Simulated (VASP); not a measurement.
# LiPb2 (P6/mmm) in VASP: further runs

The runs below take LiPb2 through single point, relaxation of cell and atoms, with PBE.

All numbers are computed with VASP 6.6.1; they aren't measurements. Logs are shortened: lines on timing, memory, paths and dates and some standing lists are left out, and cuts for length are marked.

## Step 1: The cell of the first run

The structure is hexagonal, space group P6/mmm (No. 191). The conventional cell has a = 3.408 Å, b = 3.408 Å, c = 8.857 Å, α = 90.00°, β = 90.00°, γ = 120.00°. Within 3.7 Å of Li (site symmetry 6/mmm) lie 2 Pb at 2.82 Å and 6 Li at 3.41 Å. Pb (site symmetry 6mm) has 1 Li at 2.82 Å and 7 Pb at 3.22 to 3.41 Å within 3.7 Å.

The cell was built from a structure type or drawn by symmetry, and may not be a known phase.

## Step 2: Single point, PBE

Input file INCAR:

```
ALGO = Normal ; EDIFF = 1E-6
ENCUT = 750 ; GGA = PE
GGA_COMPAT = F ; ISIF = 2
ISMEAR = 0 ; LASPH = T
LCHARG = F ; LREAL = F
LWAVE = F ; NBANDS = 22
NELM = 120 ; PREC = Accurate
SIGMA = 0.1
```

Input file KPOINTS:

```
k-points
0
Gamma
  6 6 4
```

Input file POSCAR:

```
LiPb2
1.0
    3.4077204246     -0.0000000027      0.0000000000
   -1.7038602099      2.9511724580      0.0000000000
    0.0000000000      0.0000000000      8.8567385967
Li Pb
1 2
Direct
    0.0000000000      0.0000000000      0.0000000000
    0.0000000000      0.0000000000      0.3184508175
    0.0000000000      0.0000000000      0.6815491825
```

Potentials or basis: VASP PAW PBE potentials, release 64 (Li_sv, Pb_d).

The run is started by

```console
$ cat potpaw_PBE.64/Li_sv/POTCAR potpaw_PBE.64/Pb_d/POTCAR > POTCAR
$ mpirun -np 1 vasp_std > vasp.out
```

OUTCAR:

```text
EDIFF = 1E-6
   ENCUT = 750
   GGA = PE
   ISIF = 2
   ISMEAR = 0
   LASPH = T
   LREAL = F
   NELM = 120
   PREC = Accurate

 ion  position               nearest neighbor table
   1  0.000  0.000  0.000-   2 2.82   3 2.82
   2  0.000  0.000  0.318-   1 2.82   3 3.22
   3  0.000  0.000  0.682-   1 2.82   2 3.22

  LATTYP: Found a hexagonal cell.
 ALAT       =     3.4077204246
 C/A-ratio  =     2.5990214845

  Lattice vectors:

 A1 = (   3.4077204246,  -0.0000000027,   0.0000000000)
 A2 = (  -1.7038602099,   2.9511724580,   0.0000000000)
 A3 = (   0.0000000000,   0.0000000000,   8.8567385967)

Analysis of symmetry for initial positions (statically):
=====================================================================
 Subroutine PRICEL returns:
 Original cell was already a primitive cell.

 Routine SETGRP: Setting up the symmetry group for a
 hexagonal supercell.

 Subroutine GETGRP returns: Found 24 space group operations
 (whereof 24 operations were pure point group operations)
 out of a pool of 24 trial point group operations.

The static configuration has the point symmetry D_6h.

Analysis of symmetry for dynamics (positions and initial velocities):
=====================================================================
 Subroutine PRICEL returns:
 Original cell was already a primitive cell.

 Routine SETGRP: Setting up the symmetry group for a
 hexagonal supercell.

 Subroutine GETGRP returns: Found 24 space group operations
 (whereof 24 operations were pure point group operations)
 out of a pool of 24 trial point group operations.

The dynamic configuration has the point symmetry D_6h.

 Subroutine INISYM returns: Found 24 space group operations
 (whereof 24 operations are pure point group operations),
 and found     1 'primitive' translations

----------------------------------------------------------------------------------------

                                     Primitive cell

  volume of cell :      89.0702

  direct lattice vectors                    reciprocal lattice vectors
     3.407720425 -0.000000003  0.000000000     0.293451303  0.169424189  0.000000000
    -1.703860210  2.951172458  0.000000000     0.000000000  0.338848378  0.000000000
     0.000000000  0.000000000  8.856738597     0.000000000  0.000000000  0.112908379

  length of vectors
[... 75 lines left out ...]
   LNONCOLLINEAR =      F non collinear calculations
   LSORBIT =      F    spin-orbit coupling
   LASPH  =      T    aspherical Exc in radial PAW
   ENCUT  =  750.0 eV  55.12 Ry    7.42 a.u.   7.61  7.61 19.78*2*pi/ulx,y,z
   NELM   =    120;   NELMIN=  2; NELMDL= -5     # of ELM steps
   EDIFF  = 0.1E-05   stopping-criterion for ELM
   LREAL  =      F    real-space projection
   EDIFFG = 0.1E-04   stopping-criterion for IOM
   NSW    =      0    number of steps for IOM
   IBRION =     -1    ionic relax: 0-MD 1-quasi-New 2-CG
   NFREE  =      0    steps in history (QN), initial steepest desc. (CG)
   ISIF   =      2    stress and relaxation
   ISYM   =      2    0-nonsym 1-usesym 2-fastsym
   POTIM  = 0.5000    time-step for ionic-motion
   TEBEG  =    0.0;   TEEND  =   0.0 temperature during run
   PSTRESS=    0.0 pullay stress
   NELECT =      31.0000    total number of electrons
   NUPDOWN=      -1.0000    fix difference up-down
   EMIN   =  10.00;   EMAX   =-10.00  energy-range for DOS
   EFERMI =   0.00;   METHOD = LEGACY
   ISMEAR =     0;   SIGMA  =   0.10  broadening in eV -4-tet -1-fermi 0-gaus
   EFERMI_NEDOS =   21; number of points for ismear=-14 and -15
   IALGO  =     38    algorithm
   IMIX   =      4    mixing-type and parameters
     AMIX     =   0.40;   BMIX     =  1.00
     AMIX_MAG =   1.60;   BMIX_MAG =  1.00
  volume/ion in A,a.u.               =      29.69       200.36
  Fermi-wavevector in a.u.,A,eV,Ry     =   1.151555  2.176123 18.042392  1.326078
  Thomas-Fermi vector in A             =   2.288212
   LORBIT       =      0    0 simple, 1 ext, 2 COOP (PROOUT), +10 PAW based schemes
   GGA     = PE    functional components
   LHFCALC =     F    Hartree Fock is set to
   AEXX    =    0.0000 exact exchange contribution
   IVDW    =     0    specifies the selected vdW correction
   LEPSILON=     F    determine dielectric tensor
   LRPA    =     F    only Hartree local field effects (RPA)
 non-spin polarized calculation
 Gauss-broadening in eV      SIGMA  =   0.10
  energy-cutoff  :      750.00
  volume of cell :       89.07
 maximum number of plane-waves:      4216
   NGX = 15   NGY = 15   NGZ = 39

 number of electron      31.0000002 magnetization

 Free energy of the ion-electron system (eV)
  ---------------------------------------------------
  ext. energy  EPLUGINS =         0.00000000
  ---------------------------------------------------
  free energy    TOTEN  =        -8.89269046 eV

  energy without entropy =       -8.88609097  energy(sigma->0) =       -8.88939071

 E-fermi :   4.6433     XC(G=0):  -8.9128

 val. band max:        4.5498684391   @ k =   0.3333  -0.0000   0.2500
 cond. band min:       4.6882132028   @ k =   0.3333  -0.0000   0.0000
 fundamental gap:      0.1383447638
 Fermi energy:         4.6432888150

 k-point     1 :       0.0000    0.0000    0.0000
  band No.  band energies     occupation
      1     -42.4629      2.00000
      2     -12.3512      2.00000
      3     -12.2216      2.00000
      4     -12.2216      2.00000
      5     -12.2100      2.00000
      6     -12.2100      2.00000
[... 514 lines left out ...]
     21       8.0193      0.00000
     22      10.3064      0.00000

------------------------ aborting loop because EDIFF is reached ----------------------------------------

  FORCE on cell =-STRESS in cart. coord.  units (eV):
  Direction    XX          YY          ZZ          XY          YZ          ZX
  --------------------------------------------------------------------------------------
  -------------------------------------------------------------------------------------
  Total       -0.0730336     -0.0730336      0.1617485     -0.0000000     -0.0000000      0.0000000
  in kB       -1.3137138     -1.3137138      2.9095001     -0.0000000     -0.0000000      0.0000000
  external PRESSURE =       0.0940242 kB  Pullay stress =       0.0000000 kB

 VOLUME and BASIS-vectors are now :
 -----------------------------------------------------------------------------
  energy-cutoff  :      750.00
  volume of cell :       89.07
      direct lattice vectors                 reciprocal lattice vectors
     3.407720425 -0.000000003  0.000000000     0.293451303  0.169424189  0.000000000
    -1.703860210  2.951172458  0.000000000     0.000000000  0.338848378  0.000000000
     0.000000000  0.000000000  8.856738597     0.000000000  0.000000000  0.112908379

 POSITION                                       TOTAL-FORCE (eV/Angst)
 -----------------------------------------------------------------------------------
      0.00000      0.00000      0.00000         0.000000     -0.000000      0.000000
      0.00000      0.00000      2.82044        -0.000000     -0.000000      0.004951
      0.00000      0.00000      6.03630         0.000000      0.000000     -0.004951
 -----------------------------------------------------------------------------------
    total drift:                                0.000000      0.000000      0.000000

  FREE ENERGIE OF THE ION-ELECTRON SYSTEM (eV)
  ---------------------------------------------------
  free  energy   TOTEN  =        -8.8926904602 eV

  energy  without entropy=       -8.8860909670  energy(sigma->0) =       -8.88939071
```

OSZICAR:

```text
N       E                     dE             d eps       ncg     rms          rms(c)
DAV:   1     0.334563464380E+03    0.33456E+03   -0.17143E+04   924   0.193E+03
DAV:   2     0.165565225844E+02   -0.31801E+03   -0.30997E+03   924   0.447E+02
DAV:   3    -0.749031105161E+01   -0.24047E+02   -0.23540E+02  1166   0.146E+02
DAV:   4    -0.894114407101E+01   -0.14508E+01   -0.14443E+01  1744   0.342E+01
DAV:   5    -0.895796615842E+01   -0.16822E-01   -0.16817E-01  1236   0.290E+00    0.125E+00
DAV:   6    -0.890094339581E+01    0.57023E-01   -0.92483E-02  1168   0.350E+00    0.674E-01
DAV:   7    -0.889346999643E+01    0.74734E-02   -0.30733E-02  1282   0.166E+00    0.287E-01
DAV:   8    -0.889255690056E+01    0.91310E-03   -0.36803E-03  1356   0.444E-01    0.718E-02
DAV:   9    -0.889268661112E+01   -0.12971E-03   -0.89231E-04  1268   0.209E-01    0.358E-02
DAV:  10    -0.889268985404E+01   -0.32429E-05   -0.86149E-05  1262   0.113E-01    0.814E-03
DAV:  11    -0.889269046022E+01   -0.60618E-06   -0.62143E-06  1166   0.238E-02
   1 F= -.88926905E+01 E0= -.88893907E+01  d E =-.659949E-02
```

stdout:

```text
POSCAR found type information on POSCAR LiPb
 POSCAR found :  2 types and       3 ions
 scaLAPACK will be used
 LDA part: xc-table for (Slater+PW92), standard interpolation
 POSCAR, INCAR and KPOINTS ok, starting setup
 FFT: planning ... GRIDC
 FFT: planning ... GRID_SOFT
 FFT: planning ... GRID
 WAVECAR not read
 entering main loop
```

Run time: 32 s. Hardware: 1 thread of Intel Xeon 6975P-C (Granite Rapids), shared host; peak memory 0.26 GiB.

Results:

```yaml
Free_energy: -8.8927 eV
Pressure: 0.0 GPa
Largest_force: 0.005 eV/Å
Band_gap_on_the_k_mesh: zero (an odd number of electrons rules out a gap without spin polarisation)
```

Forces in eV/Å, atoms in the order of the input:
```
Li   0.000  0.000  0.000
Pb   0.000  0.000  0.005
Pb   0.000  0.000 -0.005
```

Stress tensor (GPa, compression positive):
```
-0.13  0.00  0.00
 0.00 -0.13  0.00
 0.00  0.00  0.29
```

Levels at points of the mesh, in eV from the Fermi level:
```csv
k point,band 14,band 15,band 16,band 17,band 18,band 19
"(0.00, 0.00, 0.00)",-3.71,-0.10,1.35,6.89,6.89,8.25
"(0.50, 0.00, 0.00)",-3.48,-2.35,-0.40,1.16,2.91,3.61
"(0.00, 0.00, 0.50)",-3.14,-1.82,4.33,5.41,7.05,7.05
"(0.50, 0.00, 0.50)",-3.38,-2.56,-0.25,1.63,2.18,3.72
```

Caveat: spin-orbit coupling is left out, which moves the levels of the heavy elements.

## Step 3: Relaxation of cell and atoms, PBE

This run uses another cell than the first one, of 27.16 Å³/atom.

Input file INCAR:

```
SYSTEM = LiPb2
  ALGO = Normal
  EDIFF = 1E-7
  EDIFFG = -0.04
  ENCUT = 750
  GGA = PE
  GGA_COMPAT = .False.
  IBRION = 2
  ISIF = 3
  ISMEAR = 0
  LASPH = .True.
  LCHARG = .False.
  LREAL = .False.
  LWAVE = .False.
  NELM = 120
  NELMIN = 4
  NSW = 90
  PREC = Accurate
  SIGMA = 0.1
```

Input file KPOINTS:

```
k-points
0
Gamma
  6 6 4
  0 0 0
```

Input file POSCAR:

```
LiPb2
1.0
    3.6181217500      0.0000000000      0.0000000000
   -1.8090608700      3.1333853500      0.0000000000
    0.0000000000      0.0000000000      7.1864369200
Li Pb
1 2
Direct
    0.0000000000      0.0000000000      0.0000000000
    0.0000000000      0.0000000000      0.3173477100
    0.0000000000      0.0000000000      0.6826522900
```

Potentials or basis: VASP PAW PBE potentials, release 64 (Li_sv, Pb_d).

The run is started by

```console
$ cat potpaw_PBE.64/Li_sv/POTCAR potpaw_PBE.64/Pb_d/POTCAR > POTCAR
$ mpirun -np 1 vasp_std > vasp.out
```

OUTCAR:

```text
SYSTEM = LiPb2
   EDIFF = 1E-7
   EDIFFG = -0.04
   ENCUT = 750
   GGA = PE
   IBRION = 2
   ISIF = 3
   ISMEAR = 0
   LASPH = .True.
   LREAL = .False.
   NELM = 120
   NELMIN = 4
   NSW = 90
   PREC = Accurate

 ion  position               nearest neighbor table
   1  0.000  0.000  0.000-   2 2.28   3 2.28
   2  0.000  0.000  0.317-   1 2.28   3 2.63
   3  0.000  0.000  0.683-   1 2.28   2 2.63

  LATTYP: Found a hexagonal cell.
 ALAT       =     3.6181217500
 C/A-ratio  =     1.9862341338

  Lattice vectors:

 A1 = (   3.6181217500,   0.0000000000,   0.0000000000)
 A2 = (  -1.8090608700,   3.1333853500,   0.0000000000)
 A3 = (   0.0000000000,   0.0000000000,   7.1864369200)

Analysis of symmetry for initial positions (statically):
=====================================================================
 Subroutine PRICEL returns:
 Original cell was already a primitive cell.

 Routine SETGRP: Setting up the symmetry group for a
 hexagonal supercell.

 Subroutine GETGRP returns: Found 24 space group operations
 (whereof 24 operations were pure point group operations)
 out of a pool of 24 trial point group operations.

The static configuration has the point symmetry D_6h.

Analysis of symmetry for dynamics (positions and initial velocities):
=====================================================================
 Subroutine PRICEL returns:
 Original cell was already a primitive cell.

 Routine SETGRP: Setting up the symmetry group for a
 hexagonal supercell.

 Subroutine GETGRP returns: Found 24 space group operations
 (whereof 24 operations were pure point group operations)
 out of a pool of 24 trial point group operations.

The dynamic configuration has the point symmetry D_6h.

 Subroutine INISYM returns: Found 24 space group operations
 (whereof 24 operations are pure point group operations),
 and found     1 'primitive' translations

[... 132 lines left out ...]

 number of electron      31.0000000 magnetization

 Free energy of the ion-electron system (eV)
  ---------------------------------------------------
  ext. energy  EPLUGINS =         0.00000000
  ---------------------------------------------------
  free energy    TOTEN  =        -7.36725842 eV

  energy without entropy =       -7.35427600  energy(sigma->0) =       -7.36076721

------------------------ aborting loop because EDIFF is reached ----------------------------------------

  FORCE on cell =-STRESS in cart. coord.  units (eV):
  Direction    XX          YY          ZZ          XY          YZ          ZX
  --------------------------------------------------------------------------------------
  -------------------------------------------------------------------------------------
  Total       -0.8860431     -0.8860431     17.7889699     -0.0000000     -0.0000000      0.0000000
  in kB      -17.4242785    -17.4242785    349.8249489     -0.0000000     -0.0000000      0.0000000
  external PRESSURE =     104.9921306 kB  Pullay stress =       0.0000000 kB
[... 92 lines left out ...]
  FREE ENERGIE OF THE ION-ELECTRON SYSTEM (eV)
  ---------------------------------------------------
  free  energy   TOTEN  =        -8.7038827103 eV

  energy  without entropy=       -8.6963742330  energy(sigma->0) =       -8.70012847

[... ionic steps 4 to 10 ...]

--------------------------------------- Ionic step       11  -------------------------------------------

 number of electron      31.0000013 magnetization

------------------------ aborting loop because EDIFF is reached ----------------------------------------
[... 32 lines left out ...]
--------------------------------------- Ionic step       12  -------------------------------------------

 number of electron      31.0000013 magnetization

 E-fermi :   4.6696     XC(G=0):  -8.9297

 val. band max:        4.5754220198   @ k =   0.3333  -0.0000   0.2500
 cond. band min:       4.7134763931   @ k =   0.3333  -0.0000   0.0000
 fundamental gap:      0.1380543733
 Fermi energy:         4.6696184854

 k-point     1 :       0.0000    0.0000    0.0000
  band No.  band energies     occupation
      1     -42.4246      2.00000
      2     -12.3202      2.00000
      3     -12.1925      2.00000
      4     -12.1925      2.00000
      5     -12.1813      2.00000
      6     -12.1813      2.00000
[... 487 lines left out ...]
--------------------------------------- Ionic step       13  -------------------------------------------

 number of electron      31.0000011 magnetization

 Free energy of the ion-electron system (eV)
  ---------------------------------------------------
  ext. energy  EPLUGINS =         0.00000000
  ---------------------------------------------------
  free energy    TOTEN  =        -8.88905438 eV

  energy without entropy =       -8.88243918  energy(sigma->0) =       -8.88574678

 E-fermi :   4.6161     XC(G=0):  -8.9004

 val. band max:        4.5229507065   @ k =   0.3333  -0.0000   0.2500
 cond. band min:       4.6611855469   @ k =   0.3333  -0.0000   0.0000
 fundamental gap:      0.1382348404
 Fermi energy:         4.6160864591

 k-point     1 :       0.0000    0.0000    0.0000
  band No.  band energies     occupation
      1     -42.4960      2.00000
      2     -12.3716      2.00000
      3     -12.2442      2.00000
      4     -12.2442      2.00000
      5     -12.2328      2.00000
      6     -12.2328      2.00000
[... 481 lines left out ...]
  FREE ENERGIE OF THE ION-ELECTRON SYSTEM (eV)
  ---------------------------------------------------
  free  energy   TOTEN  =        -8.8890543775 eV

  energy  without entropy=       -8.8824391776  energy(sigma->0) =       -8.88574678

 reached required accuracy - stopping structural energy minimisation
```

It took 4.1 min on 1 thread of Intel Xeon 6975P-C (Granite Rapids), shared host; peak memory 0.28 GiB.

Results:

```
Free energy                           : -8.8891 eV
Relaxed volume                        : 29.78 Å³/atom
Relaxed cell                          : a = 3.410 Å, b = 3.410 Å, c = 8.869 Å, α = 90.00°, β = 90.00°, γ = 120.00°
Space group after relaxing (to 0.1 Å) : P6/mmm (No. 191)
Energy gained by relaxing             : 507.3 meV/atom
Ionic steps                           : 13
Pressure after relaxing               : -0.1 GPa
Largest force after relaxing          : 0.009 eV/Å
Band gap on the k mesh                : zero (an odd number of electrons rules out a gap without spin polarisation)
```

Forces in eV/Å, atoms in the order of the input:
```
Li   0.000  0.000  0.000
Pb   0.000  0.000  0.009
Pb   0.000  0.000 -0.009
```

Stress tensor (GPa, compression positive):
```
-0.18  0.00  0.00
 0.00 -0.18  0.00
 0.00  0.00  0.14
```

Step by step:
```csv
step,energy change (eV),largest force (eV/Å),pressure (GPa),volume (Å³)
1,0.0000,1.3003,10.50,81.47
2,-1.3229,0.4753,-3.11,101.81
3,-1.3366,0.4587,-1.56,95.20
4,-1.3630,0.5347,-2.62,98.70
5,-1.3652,0.5193,-2.35,97.63
6,-1.3654,0.5250,-2.43,97.95
7,-1.4877,0.3798,-1.14,92.16
8,-1.5020,0.3250,-0.34,89.74
9,-1.5021,0.3212,-0.29,89.57
10,-1.5159,0.1997,0.09,88.55
11,-1.5183,0.1062,0.34,87.96
12,-1.5211,0.0526,0.12,88.71
13,-1.5218,0.0091,-0.07,89.34
```

Final structure:
```
Li Pb
1.0
     3.41048    0.00000    0.00000
    -1.70524    2.95356    0.00000
     0.00000    0.00000    8.86932
Li Pb
1 2
Direct
  0.00000 0.00000 0.00000
  0.00000 0.00000 0.31848
  0.00000 0.00000 0.68152
```

Caveat: a cell axis changed by over 15 % at a fixed basis, so the end point is rough; spin-orbit coupling is left out, which moves the levels of the heavy elements.
